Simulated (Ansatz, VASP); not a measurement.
## Two plane-wave programs on NaWF2

```
Na W F
1.0
     3.58701    0.00000    0.00000
    -1.79350    3.10644    0.00000
     0.00000    0.00000    6.16359
Na W F
1 1 2
Direct
  0.00000 0.00000 0.50000
  0.00000 0.00000 0.00000
  0.33333 0.66667 0.00000
  0.66667 0.33333 0.00000
```

Alike in both runs: task relaxation of cell and atoms; functional PBE; k mesh 6 × 6 × 4; occupations gaussian, width 0.1 eV; no spin polarisation.

|  | VASP | Ansatz |
| --- | --- | --- |
| version | VASP 6.6.1 | Ansatz 0.2.0 |
| potentials or method | VASP PAW PBE potentials, release 64 (Na_pv, W_sv, F), cutoff 600 eV | scalar-relativistic, plane waves, PAW |
| valence electrons in the cell | 35 | 37 |

|  | VASP | Ansatz | Ansatz less VASP |
| --- | --- | --- | --- |
| gap on the k mesh at the Fermi level, each at its own relaxed structure (eV) | none | none | - |
| relaxed volume (Å³/atom) | 19.54 | 19.46 | -0.079 |
| relaxed length of the cell vector where the two differ most in proportion (Å) | 3.816 | 3.804 | -0.0117 |

A gap of «none» marks a metal or a gap that the smearing closes. VASP's potentials hold 35 valence electrons a cell and Ansatz's 37, so a difference there can come from the potentials and not from the codes.

Neither program's run includes spin-orbit coupling.
